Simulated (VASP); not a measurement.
# ZrAl3B3N (R3m) in VASP: single point with PBE

Aim: the single point of ZrAl3B3N with PBE.

Program: VASP 6.6.1. These are calculated values, not measurements. Logs are shortened: lines on timing, memory, paths and dates and some standing lists are left out, and cuts for length are marked.

## (1) The cell of the first run

Symmetry: R3m, No. 160, trigonal system. The conventional cell has a = 6.860 Å, b = 6.860 Å, c = 7.589 Å, α = 90.00°, β = 90.00°, γ = 120.00°. Zr (site symmetry 3m) has 1 N at 2.26 Å and 6 B at 2.49 to 2.94 Å and 3 Al at 2.97 Å within 3.0 Å. Within 2.5 Å of Al (site symmetry m) lie 1 N at 1.89 Å and 3 B at 2.10 to 2.14 Å. B (site symmetry m) has 2 B at 1.79 Å and 3 Al at 2.10 to 2.14 Å within 2.4 Å. Within 2.5 Å of N (site symmetry 3m) lie 3 Al at 1.89 Å and 1 Zr at 2.26 Å.

## (2) Single point, PBE

File INCAR:

```
  PREC = Accurate
  ENCUT = 520
  EDIFF = 1E-6
  ISMEAR = 0
  SIGMA = 0.15
  LREAL = F
  LASPH = T
  NELM = 100
  ALGO = Normal
  ISIF = 2
  LWAVE = F
  LCHARG = T
  GGA = PE
  LELF = T
  LVHAR = T
  NBANDS = 28
```

File KPOINTS:

```
Automatic mesh
0
Gamma
  3 3 3
```

File POSCAR:

```
ZrAl3B3N
1.0
    3.4298012983      1.9801967013      2.5297949174
   -3.4298012983      1.9801967013      2.5297949174
    0.0000000000     -3.9603934072      2.5297949139
Zr Al B N
1 3 3 1
Direct
   -0.0862761232     -0.0862761232     -0.0862761232
    0.4781298171      0.4781298171      0.0734842049
    0.0734842049      0.4781298171      0.4781298171
    0.4781298171      0.0734842049      0.4781298171
    0.7017072692      0.7017072692      0.4412626782
    0.4412626782      0.7017072692      0.7017072692
    0.7017072692      0.4412626782      0.7017072692
    0.2118550676      0.2118550676      0.2118550676
```

Potentials or basis: VASP PAW PBE potentials, release 64 (Zr_sv, Al, B, N).

The run is started by

```sh
cat potpaw_PBE.64/Zr_sv/POTCAR potpaw_PBE.64/Al/POTCAR potpaw_PBE.64/B/POTCAR potpaw_PBE.64/N/POTCAR > POTCAR
mpirun -np 1 vasp_std > vasp.out
```

OUTCAR:

```text
PREC = Accurate
   ENCUT = 520
   EDIFF = 1E-6
   ISMEAR = 0
   LREAL = F
   LASPH = T
   NELM = 100
   ISIF = 2
   GGA = PE

 ion  position               nearest neighbor table
   1  0.914  0.914  0.914-   8 2.26   7 2.49   6 2.49   5 2.49   5 2.94   7 2.94   6 2.94   2 2.97
                             3 2.97   4 2.97   3 3.53   4 3.53   2 3.53   2 3.53   3 3.53   4 3.53
   2  0.478  0.478  0.073-   8 1.89   7 2.10   6 2.10   5 2.14   3 2.78   4 2.78   1 2.97   4 3.28
                             3 3.28   3 3.28   4 3.28   1 3.53   1 3.53
   3  0.073  0.478  0.478-   8 1.89   7 2.10   5 2.10   6 2.14   2 2.78   4 2.78   1 2.97   4 3.28
                             4 3.28   2 3.28   2 3.28   1 3.53   1 3.53
   4  0.478  0.073  0.478-   8 1.89   6 2.10   5 2.10   7 2.14   2 2.78   3 2.78   1 2.97   3 3.28
                             3 3.28   2 3.28   2 3.28   1 3.53   1 3.53
   5  0.702  0.702  0.441-   6 1.79   7 1.79   3 2.10   4 2.10   2 2.14   1 2.49   1 2.94
   6  0.441  0.702  0.702-   5 1.79   7 1.79   4 2.10   2 2.10   3 2.14   1 2.49   1 2.94
   7  0.702  0.441  0.702-   5 1.79   6 1.79   3 2.10   2 2.10   4 2.14   1 2.49   1 2.94
   8  0.212  0.212  0.212-   2 1.89   3 1.89   4 1.89   1 2.26

  LATTYP: Found a trigonal (rhomboedric) cell.
 ALAT       =     4.6994231822
 COS(alpha) =    -0.0653168754

  Lattice vectors:

 A1 = (   3.4298012983,   1.9801967013,   2.5297949174)
 A2 = (  -3.4298012983,   1.9801967013,   2.5297949174)
 A3 = (   0.0000000000,  -3.9603934072,   2.5297949139)

Analysis of symmetry for initial positions (statically):
=====================================================================
 Subroutine PRICEL returns:
 Original cell was already a primitive cell.

 Routine SETGRP: Setting up the symmetry group for a
 trigonal (rhombohedral) supercell.

 Subroutine GETGRP returns: Found  6 space group operations
 (whereof  6 operations were pure point group operations)
 out of a pool of 12 trial point group operations.

The static configuration has the point symmetry C_3v.

Analysis of symmetry for dynamics (positions and initial velocities):
=====================================================================
 Subroutine PRICEL returns:
 Original cell was already a primitive cell.

 Routine SETGRP: Setting up the symmetry group for a
 trigonal (rhombohedral) supercell.

 Subroutine GETGRP returns: Found  6 space group operations
 (whereof  6 operations were pure point group operations)
 out of a pool of 12 trial point group operations.

The dynamic configuration has the point symmetry C_3v.

 Subroutine INISYM returns: Found  6 space group operations
 (whereof  6 operations are pure point group operations),
 and found     1 'primitive' translations

----------------------------------------------------------------------------------------

                                     Primitive cell

  volume of cell :     103.0894

  direct lattice vectors                    reciprocal lattice vectors
     3.429801298  1.980196701  2.529794917     0.145781040  0.084166723  0.131762987
    -3.429801298  1.980196701  2.529794917    -0.145781040  0.084166723  0.131762987
     0.000000000 -3.960393407  2.529794914     0.000000000 -0.168333445  0.131762986

  length of vectors
     4.699423182  4.699423182  4.699423182     0.213770048  0.213770048  0.213770048

  position of ions in fractional coordinates (direct lattice)
     0.913723877  0.913723877  0.913723877
     0.478129817  0.478129817  0.073484205
     0.073484205  0.478129817  0.478129817
     0.478129817  0.073484205  0.478129817
     0.701707269  0.701707269  0.441262678
     0.441262678  0.701707269  0.701707269
     0.701707269  0.441262678  0.701707269
     0.211855068  0.211855068  0.211855068

  ion indices of the primitive-cell ions
   primitive index   ion index
                 1           1
                 2           2
                 3           3
                 4           4
                 5           5
                 6           6
                 7           7
                 8           8

----------------------------------------------------------------------------------------

 KPOINTS: Automatic mesh

Automatic generation of k-mesh.
 Grid dimensions read from file:
 generate k-points for:    3    3    3

 Generating k-lattice:

  Cartesian coordinates                     Fractional coordinates (reciprocal lattice)
     0.048593680  0.028055574  0.043920996     0.333333333  0.000000000  0.000000000
    -0.048593680  0.028055574  0.043920996     0.000000000  0.333333333  0.000000000
     0.000000000 -0.056111148  0.043920995     0.000000000  0.000000000  0.333333333

  Length of vectors
     0.071256683  0.071256683  0.071256683

  Shift w.r.t. Gamma in fractional coordinates (k-lattice)
     0.000000000  0.000000000  0.000000000

 Subroutine IBZKPT returns following result:
 ===========================================

 Found      6 irreducible k-points:

 Following reciprocal coordinates:
            Coordinates               Weight
  0.000000  0.000000  0.000000      1.000000
  0.333333 -0.000000  0.000000      6.000000
  0.333333  0.333333  0.000000      6.000000
 -0.333333  0.333333  0.000000      6.000000
  0.333333  0.333333  0.333333      2.000000
 -0.333333  0.333333  0.333333      6.000000
   k-points           NKPTS =      6   k-points in BZ     NKDIM =      6   number of bands    NBANDS=     28
   number of dos      NEDOS =    301   number of ions     NIONS =      8
   total plane-waves  NPLWV =  46656
   dimension x,y,z NGX =    36 NGY =   36 NGZ =   36
   dimension x,y,z NGXF=    72 NGYF=   72 NGZF=   72
   ions per type =               1   3   3   1
   NGX,Y,Z   is equivalent  to a cutoff of  12.74, 12.74, 12.74 a.u.
   NGXF,Y,Z  is equivalent  to a cutoff of  25.47, 25.47, 25.47 a.u.
 SYSTEM =  unknown system
   PREC   = accura    normal or accurate (medium, high low for compatibility)
   ISTART =      0    job   : 0-new  1-cont  2-samecut
   ICHARG =      2    charge: 1-file 2-atom 10-const
   ISPIN  =      1    spin polarized calculation?
   LNONCOLLINEAR =      F non collinear calculations
   LSORBIT =      F    spin-orbit coupling
   LASPH  =      T    aspherical Exc in radial PAW
   ENCUT  =  520.0 eV  38.22 Ry    6.18 a.u.   8.74  8.74  8.74*2*pi/ulx,y,z
   NELM   =    100;   NELMIN=  2; NELMDL= -5     # of ELM steps
   EDIFF  = 0.1E-05   stopping-criterion for ELM
   LREAL  =      F    real-space projection
   EDIFFG = 0.1E-04   stopping-criterion for IOM
   NSW    =      0    number of steps for IOM
   IBRION =     -1    ionic relax: 0-MD 1-quasi-New 2-CG
   NFREE  =      0    steps in history (QN), initial steepest desc. (CG)
   ISIF   =      2    stress and relaxation
   ISYM   =      2    0-nonsym 1-usesym 2-fastsym
   POTIM  = 0.5000    time-step for ionic-motion
   TEBEG  =    0.0;   TEEND  =   0.0 temperature during run
   PSTRESS=    0.0 pullay stress
   NELECT =      35.0000    total number of electrons
   NUPDOWN=      -1.0000    fix difference up-down
   EMIN   =  10.00;   EMAX   =-10.00  energy-range for DOS
   EFERMI =   0.00;   METHOD = LEGACY
   ISMEAR =     0;   SIGMA  =   0.15  broadening in eV -4-tet -1-fermi 0-gaus
   EFERMI_NEDOS =   21; number of points for ismear=-14 and -15
   IALGO  =     38    algorithm
   IMIX   =      4    mixing-type and parameters
     AMIX     =   0.40;   BMIX     =  1.00
     AMIX_MAG =   1.60;   BMIX_MAG =  1.00
  volume/ion in A,a.u.               =      12.89        86.96
  Fermi-wavevector in a.u.,A,eV,Ry     =   1.142070  2.158200 17.746418  1.304325
  Thomas-Fermi vector in A             =   2.278769
   LORBIT       =      0    0 simple, 1 ext, 2 COOP (PROOUT), +10 PAW based schemes
   GGA     = PE    functional components
   LHFCALC =     F    Hartree Fock is set to
   AEXX    =    0.0000 exact exchange contribution
   IVDW    =     0    specifies the selected vdW correction
   LEPSILON=     F    determine dielectric tensor
   LRPA    =     F    only Hartree local field effects (RPA)
 non-spin polarized calculation
 Gauss-broadening in eV      SIGMA  =   0.15
  energy-cutoff  :      520.00
  volume of cell :      103.09
 maximum number of plane-waves:      2788
   NGX = 17   NGY = 17   NGZ = 17

 number of electron      35.0000000 magnetization

 Free energy of the ion-electron system (eV)
  ---------------------------------------------------
  ext. energy  EPLUGINS =         0.00000000
  ---------------------------------------------------
  free energy    TOTEN  =       -49.18490380 eV

  energy without entropy =      -49.13862966  energy(sigma->0) =      -49.16176673

 E-fermi :   7.2803     XC(G=0): -10.6214

 val. band max:        7.2111539335   @ k =  -0.3333   0.3333   0.0000
 cond. band min:       7.3049947521   @ k =   0.3333   0.3333   0.0000
 fundamental gap:      0.0938408186
 Fermi energy:         7.2802700357

 k-point     1 :       0.0000    0.0000    0.0000
  band No.  band energies     occupation
      1     -42.0697      2.00000
      2     -20.1435      2.00000
      3     -20.1435      2.00000
      4     -20.0410      2.00000
      5      -8.1308      2.00000
      6      -4.4517      2.00000
[... 20 lines left out ...]
     27      12.9586      0.00000
     28      14.3289      0.00000

 k-point     2 :       0.3333   -0.0000    0.0000
  band No.  band energies     occupation
      1     -42.0695      2.00000
      2     -20.1494      2.00000
      3     -20.1428      2.00000
      4     -20.0434      2.00000
      5      -8.0075      2.00000
      6      -4.5209      2.00000
[... 20 lines left out ...]
     27      12.9521      0.00000
     28      13.1088      0.00000

 k-point     3 :       0.3333    0.3333    0.0000
  band No.  band energies     occupation
      1     -42.0694      2.00000
      2     -20.1516      2.00000
      3     -20.1455      2.00000
      4     -20.0458      2.00000
      5      -7.9312      2.00000
      6      -4.3962      2.00000
[... 20 lines left out ...]
     27      12.8409      0.00000
     28      13.7741      0.00000

 k-point     4 :      -0.3333    0.3333    0.0000
  band No.  band energies     occupation
      1     -42.0694      2.00000
      2     -20.1517      2.00000
      3     -20.1454      2.00000
      4     -20.0454      2.00000
      5      -7.9639      2.00000
      6      -4.2736      2.00000
[... 20 lines left out ...]
     27      12.7482      0.00000
     28      14.0824      0.00000

 k-point     5 :       0.3333    0.3333    0.3333
  band No.  band energies     occupation
      1     -42.0692      2.00000
      2     -20.1508      2.00000
      3     -20.1508      2.00000
      4     -20.0480      2.00000
      5      -7.8979      2.00000
      6      -4.0909      2.00000
[... 20 lines left out ...]
     27      12.3823      0.00000
     28      14.0653      0.00000

 k-point     6 :      -0.3333    0.3333    0.3333
  band No.  band energies     occupation
      1     -42.0692      2.00000
      2     -20.1508      2.00000
      3     -20.1507      2.00000
      4     -20.0475      2.00000
      5      -7.8988      2.00000
      6      -4.1856      2.00000
[... 20 lines left out ...]
     27      12.7378      0.00000
     28      13.5665      0.00000

------------------------ aborting loop because EDIFF is reached ----------------------------------------

  FORCE on cell =-STRESS in cart. coord.  units (eV):
  Direction    XX          YY          ZZ          XY          YZ          ZX
  --------------------------------------------------------------------------------------
  -------------------------------------------------------------------------------------
  Total       -0.0250850     -0.0250850     -0.1188082      0.0000000      0.0000000      0.0000000
  in kB       -0.3898617     -0.3898617     -1.8464733      0.0000000      0.0000000      0.0000000
  external PRESSURE =      -0.8753989 kB  Pullay stress =       0.0000000 kB

 VOLUME and BASIS-vectors are now :
 -----------------------------------------------------------------------------
  energy-cutoff  :      520.00
  volume of cell :      103.09
      direct lattice vectors                 reciprocal lattice vectors
     3.429801298  1.980196701  2.529794917     0.145781040  0.084166723  0.131762987
    -3.429801298  1.980196701  2.529794917    -0.145781040  0.084166723  0.131762987
     0.000000000 -3.960393407  2.529794914     0.000000000 -0.168333445  0.131762986

 POSITION                                       TOTAL-FORCE (eV/Angst)
 -----------------------------------------------------------------------------------
      0.00000     -0.00000      6.93460         0.000000     -0.000000      0.061775
      0.00000      1.60256      2.60504         0.000000     -0.025912     -0.010680
     -1.38785     -0.80128      2.60504         0.022440      0.012956     -0.010680
      1.38785     -0.80128      2.60504        -0.022440      0.012956     -0.010680
      0.00000      1.03146      4.66666         0.000000      0.043964     -0.012414
     -0.89327     -0.51573      4.66666        -0.038074     -0.021982     -0.012414
      0.89327     -0.51573      4.66666         0.038074     -0.021982     -0.012414
      0.00000     -0.00000      1.60785         0.000000     -0.000000      0.007506
 -----------------------------------------------------------------------------------
    total drift:                                0.000000     -0.000000     -0.000010

  FREE ENERGIE OF THE ION-ELECTRON SYSTEM (eV)
  ---------------------------------------------------
  free  energy   TOTEN  =       -49.1849038009 eV

  energy  without entropy=      -49.1386296561  energy(sigma->0) =      -49.16176673
```

Run time: 22 s. Hardware: 1 thread of Intel Xeon Platinum 8259CL at 2.50GHz (Skylake/Cascade Lake), shared host; peak memory 0.21 GiB.

What came out:

- Free energy: -49.1849 eV
- Pressure: -0.1 GPa
- Largest force: 0.062 eV/Å

Forces on the atoms (eV/Å):
```
Zr   0.000  0.000  0.062
Al   0.000 -0.026 -0.011
Al   0.022  0.013 -0.011
Al  -0.022  0.013 -0.011
B    0.000  0.044 -0.012
B   -0.038 -0.022 -0.012
B    0.038 -0.022 -0.012
N    0.000  0.000  0.008
```

Stress tensor (GPa, compression positive):
```
-0.04  0.00  0.00
 0.00 -0.04  0.00
 0.00  0.00 -0.18
```

Levels at points of the mesh, in eV from the Fermi level:
| k point | band 14 | band 15 | band 16 | band 17 | band 18 | band 19 | band 20 | band 21 |
| --- | --- | --- | --- | --- | --- | --- | --- | --- |
| (0.00, 0.00, 0.00) | -3.36 | -2.02 | -1.03 | -1.03 | 0.28 | 0.28 | 0.76 | 2.98 |

Caveat: the k points lie up to 0.45 Å⁻¹ apart.
